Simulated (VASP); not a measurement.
# SnSe2 (P-3m1) in VASP: further runs

The runs below take SnSe2 through single point, relaxation of cell and atoms, with LDA.

All numbers are computed with VASP 6.6.1; they aren't measurements. Logs are shortened: lines on timing, memory, paths and dates and some standing lists are left out, and cuts for length are marked.

### 1 The cell of the first run

The structure is trigonal, space group P-3m1 (No. 164). Conventional cell: a = 3.738 Å, b = 3.738 Å, c = 5.356 Å, α = 90.00°, β = 90.00°, γ = 120.00°. Sn (site symmetry -3m) has 6 Se at 2.67 Å within 3.5 Å. Se (site symmetry 3m) has 3 Sn at 2.67 Å and 3 Se at 3.09 Å within 3.5 Å.

### 2 Single point, LDA

Contents of INCAR:

```
ALGO = Normal
EDIFF = 1E-6
ENCUT = 520
ISIF = 2
ISMEAR = 0
LASPH = T
LCHARG = F
LREAL = F
LWAVE = F
NBANDS = 20
NELM = 80
PREC = Accurate
SIGMA = 0.01
```

Contents of KPOINTS:

```
k-points
0
Gamma
  12 12 6
```

Contents of POSCAR:

```
SnSe2
1.0
    3.7380986588      0.0000000000      0.0000000000
   -1.8690493294      3.2372884003      0.0000000000
    0.0000000000      0.0000000000      5.3555513021
Sn Se
1 2
Direct
    0.0000000000      0.0000000000      0.0000000000
    0.3333333333      0.6666666667      0.2941764459
    0.6666666667      0.3333333333      0.7058235541
```

Potentials or basis: VASP PAW LDA potentials, release 64 (Sn_d, Se).

The run is started by

```
cat potpaw_LDA.64/Sn_d/POTCAR potpaw_LDA.64/Se/POTCAR > POTCAR
mpirun -np 1 vasp_std > vasp.out
```

OUTCAR:

```text
EDIFF = 1E-6
   ENCUT = 520
   ISIF = 2
   ISMEAR = 0
   LASPH = T
   LREAL = F
   NELM = 80
   PREC = Accurate

 ion  position               nearest neighbor table
   1  0.000  0.000  0.000-   2 2.67   3 2.67   2 2.67   3 2.67   3 2.67   2 2.67
   2  0.333  0.667  0.294-   1 2.67   1 2.67   1 2.67
   3  0.667  0.333  0.706-   1 2.67   1 2.67   1 2.67

  LATTYP: Found a hexagonal cell.
 ALAT       =     3.7380986588
 C/A-ratio  =     1.4326939417

  Lattice vectors:

 A1 = (   3.7380986588,   0.0000000000,   0.0000000000)
 A2 = (  -1.8690493294,   3.2372884003,   0.0000000000)
 A3 = (   0.0000000000,   0.0000000000,   5.3555513021)

Analysis of symmetry for initial positions (statically):
=====================================================================
 Subroutine PRICEL returns:
 Original cell was already a primitive cell.

 Routine SETGRP: Setting up the symmetry group for a
 hexagonal supercell.

 Subroutine GETGRP returns: Found 12 space group operations
 (whereof 12 operations were pure point group operations)
 out of a pool of 24 trial point group operations.

The static configuration has the point symmetry D_3d.

Analysis of symmetry for dynamics (positions and initial velocities):
=====================================================================
 Subroutine PRICEL returns:
 Original cell was already a primitive cell.

 Routine SETGRP: Setting up the symmetry group for a
 hexagonal supercell.

 Subroutine GETGRP returns: Found 12 space group operations
 (whereof 12 operations were pure point group operations)
 out of a pool of 24 trial point group operations.

The dynamic configuration has the point symmetry D_3d.

 Subroutine INISYM returns: Found 12 space group operations
 (whereof 12 operations are pure point group operations),
 and found     1 'primitive' translations

----------------------------------------------------------------------------------------

                                     Primitive cell

  volume of cell :      64.8092

  direct lattice vectors                    reciprocal lattice vectors
     3.738098659  0.000000000  0.000000000     0.267515679  0.154450249  0.000000000
    -1.869049329  3.237288400  0.000000000     0.000000000  0.308900498  0.000000000
     0.000000000  0.000000000  5.355551302     0.000000000  0.000000000  0.186722140

  length of vectors
     3.738098659  3.738098659  5.355551302     0.308900498  0.308900498  0.186722140

  position of ions in fractional coordinates (direct lattice)
     0.000000000  0.000000000  0.000000000
     0.333333333  0.666666667  0.294176446
     0.666666667  0.333333333  0.705823554

  ion indices of the primitive-cell ions
   primitive index   ion index
                 1           1
                 2           2
                 3           3

----------------------------------------------------------------------------------------

 KPOINTS: k-points

Automatic generation of k-mesh.
 Grid dimensions read from file:
 generate k-points for:   12   12    6

 Generating k-lattice:

  Cartesian coordinates                     Fractional coordinates (reciprocal lattice)
     0.022292973  0.012870854  0.000000000     0.083333333  0.000000000  0.000000000
     0.000000000  0.025741708  0.000000000     0.000000000  0.083333333  0.000000000
     0.000000000  0.000000000  0.031120357     0.000000000  0.000000000  0.166666667

  Length of vectors
     0.025741708  0.025741708  0.031120357

  Shift w.r.t. Gamma in fractional coordinates (k-lattice)
     0.000000000  0.000000000  0.000000000

 Subroutine IBZKPT returns following result:
 ===========================================

 Found    100 irreducible k-points:

 Following reciprocal coordinates:
            Coordinates               Weight
  0.000000  0.000000  0.000000      1.000000
  0.083333  0.000000  0.000000      6.000000
  0.166667  0.000000  0.000000      6.000000
  0.250000  0.000000  0.000000      6.000000
  0.333333  0.000000  0.000000      6.000000
  0.416667  0.000000  0.000000      6.000000
[... 16 lines left out ...]
  0.166667  0.000000  0.166667      6.000000
  0.000000  0.166667  0.166667      6.000000
 [... further k-points ...]
   k-points           NKPTS =    100   k-points in BZ     NKDIM =    100   number of bands    NBANDS=     20
   number of dos      NEDOS =    301   number of ions     NIONS =      3
   total plane-waves  NPLWV =  31360
   dimension x,y,z NGX =    28 NGY =   28 NGZ =   40
   dimension x,y,z NGXF=    56 NGYF=   56 NGZF=   80
   ions per type =               1   2
   NGX,Y,Z   is equivalent  to a cutoff of  12.45, 12.45, 12.42 a.u.
   NGXF,Y,Z  is equivalent  to a cutoff of  24.91, 24.91, 24.83 a.u.
 SYSTEM =  unknown system
   PREC   = accura    normal or accurate (medium, high low for compatibility)
   ISTART =      0    job   : 0-new  1-cont  2-samecut
   ICHARG =      2    charge: 1-file 2-atom 10-const
   ISPIN  =      1    spin polarized calculation?
   LNONCOLLINEAR =      F non collinear calculations
   LSORBIT =      F    spin-orbit coupling
   LASPH  =      T    aspherical Exc in radial PAW
   ENCUT  =  520.0 eV  38.22 Ry    6.18 a.u.   6.95  6.95  9.96*2*pi/ulx,y,z
   NELM   =     80;   NELMIN=  2; NELMDL= -5     # of ELM steps
   EDIFF  = 0.1E-05   stopping-criterion for ELM
   LREAL  =      F    real-space projection
   EDIFFG = 0.1E-04   stopping-criterion for IOM
   NSW    =      0    number of steps for IOM
   IBRION =     -1    ionic relax: 0-MD 1-quasi-New 2-CG
   NFREE  =      0    steps in history (QN), initial steepest desc. (CG)
   ISIF   =      2    stress and relaxation
   ISYM   =      2    0-nonsym 1-usesym 2-fastsym
   POTIM  = 0.5000    time-step for ionic-motion
   TEBEG  =    0.0;   TEEND  =   0.0 temperature during run
   PSTRESS=    0.0 pullay stress
   NELECT =      26.0000    total number of electrons
   NUPDOWN=      -1.0000    fix difference up-down
   EMIN   =  10.00;   EMAX   =-10.00  energy-range for DOS
   EFERMI =   0.00;   METHOD = LEGACY
   ISMEAR =     0;   SIGMA  =   0.01  broadening in eV -4-tet -1-fermi 0-gaus
   EFERMI_NEDOS =   21; number of points for ismear=-14 and -15
   IALGO  =     38    algorithm
   IMIX   =      4    mixing-type and parameters
     AMIX     =   0.40;   BMIX     =  1.00
     AMIX_MAG =   1.60;   BMIX_MAG =  1.00
  volume/ion in A,a.u.               =      21.60       145.78
  Fermi-wavevector in a.u.,A,eV,Ry     =   1.207407  2.281669 19.835017  1.457833
  Thomas-Fermi vector in A             =   2.343046
   LORBIT       =      0    0 simple, 1 ext, 2 COOP (PROOUT), +10 PAW based schemes
   GGA     = CA    functional components
   LHFCALC =     F    Hartree Fock is set to
   AEXX    =    0.0000 exact exchange contribution
   IVDW    =     0    specifies the selected vdW correction
   LEPSILON=     F    determine dielectric tensor
   LRPA    =     F    only Hartree local field effects (RPA)
 non-spin polarized calculation
 Gauss-broadening in eV      SIGMA  =   0.01
  energy-cutoff  :      520.00
  volume of cell :       64.81
 maximum number of plane-waves:      1773
   NGX = 13   NGY = 13   NGZ = 19

 number of electron      25.9999996 magnetization

 Free energy of the ion-electron system (eV)
  ---------------------------------------------------
  ext. energy  EPLUGINS =         0.00000000
  ---------------------------------------------------
  free energy    TOTEN  =       -13.63173146 eV

  energy without entropy =      -13.63168237  energy(sigma->0) =      -13.63170691

 E-fermi :   6.7776     XC(G=0): -10.7187

 val. band max:        6.7707844919   @ k =   0.1667   0.0833   0.1667
 cond. band min:       6.8568864382   @ k =   0.1667   0.0000   0.1667
 fundamental gap:      0.0861019463
 Fermi energy:         6.7776258562

 k-point     1 :       0.0000    0.0000    0.0000
  band No.  band energies     occupation
      1     -14.9555      2.00000
      2     -14.9555      2.00000
      3     -14.9094      2.00000
      4     -14.8904      2.00000
      5     -14.8904      2.00000
      6      -8.5738      2.00000
[... 12 lines left out ...]
     19      15.6542      0.00000
     20      15.6565      0.00000

 k-point     2 :       0.0833    0.0000    0.0000
  band No.  band energies     occupation
      1     -14.9595      2.00000
      2     -14.9523      2.00000
      3     -14.9069      2.00000
      4     -14.8926      2.00000
      5     -14.8899      2.00000
      6      -8.4977      2.00000
[... 12 lines left out ...]
     19      14.4229      0.00000
     20      15.3795      0.00000

 k-point     3 :       0.1667    0.0000    0.0000
  band No.  band energies     occupation
      1     -14.9716      2.00000
      2     -14.9446      2.00000
      3     -14.9026      2.00000
      4     -14.8953      2.00000
      5     -14.8877      2.00000
      6      -8.2731      2.00000
[... 12 lines left out ...]
     19      13.9294      0.00000
     20      15.2089      0.00000

 k-point     4 :       0.2500    0.0000    0.0000
  band No.  band energies     occupation
      1     -14.9894      2.00000
      2     -14.9366      2.00000
      3     -14.9078      2.00000
      4     -14.8862      2.00000
      5     -14.8819      2.00000
      6      -7.9130      2.00000
[... 12 lines left out ...]
     19      14.2103      0.00000
     20      15.6711      0.00000

 k-point     5 :       0.3333    0.0000    0.0000
  band No.  band energies     occupation
      1     -15.0080      2.00000
      2     -14.9320      2.00000
      3     -14.9144      2.00000
      4     -14.8751      2.00000
      5     -14.8726      2.00000
      6      -7.4489      2.00000
[... 12 lines left out ...]
     19      15.2717      0.00000
     20      16.7267      0.00000
[... 353 lines left out ...]
      6      -8.3837      2.00000
[... 12 lines left out ...]
     19      14.7161      0.00000
     20      15.4030      0.00000

 k-point    22 :       0.0000    0.0833    0.1667
  band No.  band energies     occupation
      1     -14.9595      2.00000
      2     -14.9523      2.00000
      3     -14.9066      2.00000
      4     -14.8927      2.00000
      5     -14.8899      2.00000
      6      -8.3834      2.00000
[... 12 lines left out ...]
     19      14.5959      0.00000
     20      14.9256      0.00000

 k-point    23 :       0.1667    0.0000    0.1667
  band No.  band energies     occupation
      1     -14.9718      2.00000
      2     -14.9445      2.00000
      3     -14.9022      2.00000
      4     -14.8953      2.00000
      5     -14.8877      2.00000
      6      -8.1618      2.00000
[... 12 lines left out ...]
     19      14.6711      0.00000
     20      15.4340      0.00000

 k-point    24 :       0.0000    0.1667    0.1667
  band No.  band energies     occupation
      1     -14.9717      2.00000
      2     -14.9446      2.00000
      3     -14.9026      2.00000
      4     -14.8951      2.00000
      5     -14.8877      2.00000
      6      -8.1598      2.00000
[... 12 lines left out ...]
     19      14.0960      0.00000
     20      14.6560      0.00000

 [... further k-points ...]

------------------------ aborting loop because EDIFF is reached ----------------------------------------

  FORCE on cell =-STRESS in cart. coord.  units (eV):
  Direction    XX          YY          ZZ          XY          YZ          ZX
  --------------------------------------------------------------------------------------
  -------------------------------------------------------------------------------------
  Total        2.9335390      2.9335390      2.9520632     -0.0000000     -0.0000000      0.0000000
  in kB       72.5213882     72.5213882     72.9793350     -0.0000000     -0.0000000      0.0000000
  external PRESSURE =      72.6740372 kB  Pullay stress =       0.0000000 kB

 VOLUME and BASIS-vectors are now :
 -----------------------------------------------------------------------------
  energy-cutoff  :      520.00
  volume of cell :       64.81
      direct lattice vectors                 reciprocal lattice vectors
     3.738098659  0.000000000  0.000000000     0.267515679  0.154450249  0.000000000
    -1.869049329  3.237288400  0.000000000     0.000000000  0.308900498  0.000000000
     0.000000000  0.000000000  5.355551302     0.000000000  0.000000000  0.186722140

 POSITION                                       TOTAL-FORCE (eV/Angst)
 -----------------------------------------------------------------------------------
      0.00000      0.00000      0.00000        -0.000000      0.000000      0.000000
     -0.00000      2.15819      1.57548        -0.000000     -0.000000      0.020020
      1.86905      1.07910      3.78007         0.000000      0.000000     -0.020020
 -----------------------------------------------------------------------------------
    total drift:                               -0.000000      0.000000      0.000000

  FREE ENERGIE OF THE ION-ELECTRON SYSTEM (eV)
  ---------------------------------------------------
  free  energy   TOTEN  =       -13.6317314599 eV

  energy  without entropy=      -13.6316823700  energy(sigma->0) =      -13.63170691
```

Run time: 40 s. Hardware: 1 thread of Intel Xeon 6975P-C (Granite Rapids), shared host; peak memory 0.24 GiB.

Results:

```
Free energy            : -13.6317 eV
Pressure               : 7.3 GPa
Largest force          : 0.020 eV/Å
Band gap on the k mesh : zero (bands 13 and 14 overlap by 0.75 eV)
```

Forces in eV/Å, atoms in the order of the input:
```
Sn   0.000  0.000  0.000
Se   0.000  0.000  0.020
Se   0.000  0.000 -0.020
```

Levels at points of the mesh, in eV from the Fermi level:
```csv
k point,band 10,band 11,band 12,band 13,band 14,band 15,band 16,band 17
"(0.00, 0.00, 0.00)",-1.43,-1.18,-1.18,-0.14,0.49,2.67,4.36,4.36
"(0.50, 0.00, 0.00)",-4.62,-3.74,-3.19,-0.48,1.39,3.03,3.69,3.96
"(0.00, 0.00, 0.50)",-1.70,-1.70,-0.61,-0.61,2.35,2.82,3.37,3.37
"(0.50, 0.00, 0.50)",-2.85,-2.37,-2.22,-1.99,0.86,3.30,4.23,5.61
```

Caveat: the cell stands under pressure; semilocal functionals underestimate gaps, so a narrow gap can read as zero; spin-orbit coupling is left out, which moves the levels of the heavy elements.

(Part 1 of 2 ends here.)
